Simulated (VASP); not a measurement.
# SnSe3 (I4/mmm) in VASP: notebook, part 2 of 2

VASP 6.6.1. The steps go on from the part before.

### Step 3. Relaxation of cell and atoms, PBE

This run uses another cell than the first one, of 26.13 Å³/atom, 0.938 times its volume.

INCAR reads:

```
SYSTEM = SnSe3
PREC = Accurate
ENCUT = 600
EDIFF = 1E-7
ISMEAR = 0
SIGMA = 0.1
LREAL = .False.
LASPH = .True.
NELM = 100
ALGO = Normal
ISIF = 3
LWAVE = .False.
LCHARG = .False.
GGA = PE
IBRION = 2
NSW = 90
EDIFFG = -0.04
```

KPOINTS reads:

```
Automatic mesh
0
Gamma
  6 6 6
  0 0 0
```

POSCAR reads:

```
SnSe3
1.0
   -2.2701607015      2.2701607015      5.0710083203
    2.2701607015     -2.2701607015      5.0710083203
    2.2701607015      2.2701607015     -5.0710083203
Sn Se
1 3
Direct
    0.0000000000      0.0000000000      0.0000000000
    0.5000000000      0.5000000000      0.0000000000
    0.2500000000      0.7500000000      0.5000000000
    0.7500000000      0.2500000000      0.5000000000
```

Potentials or basis: VASP PAW PBE potentials, release 64 (Sn_d, Se).

Run with:

```bash
$ cat potpaw_PBE.64/Sn_d/POTCAR potpaw_PBE.64/Se/POTCAR > POTCAR
$ mpirun -np 1 vasp_std > vasp.out
```

OUTCAR:

```text
SYSTEM = SnSe3
   PREC = Accurate
   ENCUT = 600
   EDIFF = 1E-7
   ISMEAR = 0
   LREAL = .False.
   LASPH = .True.
   NELM = 100
   ISIF = 3
   GGA = PE
   IBRION = 2
   NSW = 90
   EDIFFG = -0.04

 ion  position               nearest neighbor table
   1  0.000  0.000  0.000-   2 3.21   2 3.21   2 3.21   2 3.21
   2  0.500  0.500  0.000-   1 3.21   1 3.21   1 3.21   1 3.21
   3  0.250  0.750  0.500-
   4  0.750  0.250  0.500-

  LATTYP: Found a body centered tetragonal cell.
 ALAT       =     4.5403214030
 C/A-ratio  =     2.2337662338

  Lattice vectors:

 A1 = (  -2.2701607015,   2.2701607015,   5.0710083203)
 A2 = (   2.2701607015,  -2.2701607015,   5.0710083203)
 A3 = (   2.2701607015,   2.2701607015,  -5.0710083203)

Analysis of symmetry for initial positions (statically):
=====================================================================
 Subroutine PRICEL returns:
 Original cell was already a primitive cell.

 Routine SETGRP: Setting up the symmetry group for a
 body centered tetragonal supercell.

 Subroutine GETGRP returns: Found 16 space group operations
 (whereof 16 operations were pure point group operations)
 out of a pool of 16 trial point group operations.

The static configuration has the point symmetry D_4h.

Analysis of symmetry for dynamics (positions and initial velocities):
=====================================================================
 Subroutine PRICEL returns:
 Original cell was already a primitive cell.

 Routine SETGRP: Setting up the symmetry group for a
 body centered tetragonal supercell.
[... 266 lines left out ...]
  free  energy   TOTEN  =       -13.4185325985 eV

  energy  without entropy=      -13.4011094213  energy(sigma->0) =      -13.40982101

 E-fermi :   5.4210     XC(G=0): -10.1656

 val. band max:        5.4149754252   @ k =  -0.1667  -0.3333   0.1667
 cond. band min:       5.4253932042   @ k =  -0.1667   0.1667   0.0000
 fundamental gap:      0.0104177790
 Fermi energy:         5.4210091406

 k-point     1 :       0.0000    0.0000    0.0000
  band No.  band energies     occupation
      1     -16.2193      2.00000
      2     -16.1441      2.00000
      3     -16.1441      2.00000
      4     -16.1021      2.00000
      5     -16.0940      2.00000
      6      -9.5526      2.00000
[... 541 lines left out ...]
     19       7.9217      0.00000
     20      10.4989      0.00000

 [... further k-points ...]

[... ionic steps 4 to 12 ...]

--------------------------------------- Ionic step       13  -------------------------------------------

 number of electron      32.0000006 magnetization

------------------------ aborting loop because EDIFF is reached ----------------------------------------
[... 71 lines left out ...]
--------------------------------------- Ionic step       15  -------------------------------------------

 number of electron      31.9999998 magnetization

 Free energy of the ion-electron system (eV)
  ---------------------------------------------------
  ext. energy  EPLUGINS =         0.00000000
  ---------------------------------------------------
  free energy    TOTEN  =       -14.04635595 eV

  energy without entropy =      -14.01859846  energy(sigma->0) =      -14.03247721

 E-fermi :   3.6383     XC(G=0):  -9.1601

 val. band max:        3.6341517817   @ k =  -0.3333  -0.3333   0.1667
 cond. band min:       3.6411665859   @ k =   0.5000   0.5000   0.3333
 fundamental gap:      0.0070148042
 Fermi energy:         3.6383405666

 k-point     1 :       0.0000    0.0000    0.0000
  band No.  band energies     occupation
      1     -18.0499      2.00000
      2     -17.9651      2.00000
      3     -17.9651      2.00000
      4     -17.8915      2.00000
      5     -17.8819      2.00000
      6     -10.9964      2.00000
[... 574 lines left out ...]
  FREE ENERGIE OF THE ION-ELECTRON SYSTEM (eV)
  ---------------------------------------------------
  free  energy   TOTEN  =       -14.0463559527 eV

  energy  without entropy=      -14.0185984603  energy(sigma->0) =      -14.03247721

 reached required accuracy - stopping structural energy minimisation
```

OSZICAR:

```text
N       E                     dE             d eps       ncg     rms          rms(c)
DAV:   1     0.275023058231E+03    0.27502E+03   -0.15369E+04  1208   0.189E+03
DAV:   2     0.216687921317E+02   -0.25335E+03   -0.24451E+03  1304   0.434E+02
DAV:   3    -0.113574536499E+02   -0.33026E+02   -0.30949E+02  1500   0.134E+02
[... 193 lines left out ...]
DAV:   7    -0.140463559556E+02    0.76831E-06   -0.24111E-05  1348   0.311E-02    0.682E-03
DAV:   8    -0.140463561644E+02   -0.20881E-06   -0.45980E-06  1392   0.141E-02    0.242E-03
DAV:   9    -0.140463560660E+02    0.98370E-07   -0.12602E-06  1060   0.407E-03    0.139E-03
DAV:  10    -0.140463559637E+02    0.10233E-06   -0.39067E-07   700   0.239E-03    0.545E-04
DAV:  11    -0.140463559527E+02    0.11019E-07   -0.53249E-08   624   0.136E-03
  15 F= -.14046356E+02 E0= -.14032477E+02  d E =-.852545E-02
```

Wall time 22 min (1 thread of Intel Xeon 6975P-C, shared host); peak memory 0.39 GiB.

Results:

* Free energy: -14.0464 eV
* Relaxed volume: 27.90 Å³/atom
* Relaxed cell: a = 7.756 Å, b = 7.756 Å, c = 7.756 Å, α = 150.68°, β = 150.68°, γ = 41.94°
* Space group after relaxing (to 0.05 Å): I4/mmm (No. 139)
* Energy gained by relaxing: 257.3 meV/atom
* Ionic steps: 15
* Pressure after relaxing: 0.1 GPa
* Band gap on the k mesh: zero (band 16 reaches 4.32 eV, above the bottom of band 17 at 2.85 eV)

Stress tensor (GPa, compression positive):
```
 0.12  0.00  0.00
 0.00  0.12  0.00
 0.00  0.00 -0.08
```

The path:
```
step  energy change (eV)  largest force (eV/Å)  pressure (GPa)  volume (Å³)
   1              0.0000                0.0000           -5.46       104.54
   2             -0.3886                0.0000            0.26        91.56
   3             -0.4015                0.0000            1.81        89.31
   4             -0.5733                0.0000            2.17        89.36
   5             -0.6149                0.0000            7.20        88.10
   6             -0.6636                0.0000            5.63        88.54
   7             -0.7642                0.0000            3.45        92.62
   8             -0.9643                0.0000           -0.86       105.15
   9             -0.8655                0.0000           -3.41       131.49
  10             -0.9757                0.0000           -2.44       116.58
  11             -0.9863                0.0000           -2.06       112.90
  12             -1.0174                0.0000           -0.25       116.96
  13             -1.0208                0.0000           -0.75       116.00
  14             -1.0274                0.0000           -0.32       113.55
  15             -1.0294                0.0000            0.05       111.60
```

Final structure:
```
Sn Se
1.0
    -1.96284    1.96284    7.24187
     1.96284   -1.96284    7.24187
     1.96284    1.96284   -7.24187
Sn Se
1 3
Direct
  0.00000 0.00000 0.00000
  0.50000 0.50000 0.00000
  0.25000 0.75000 0.50000
  0.75000 0.25000 0.50000
```

Caveat: spin-orbit coupling is left out, which moves the levels of the heavy elements.
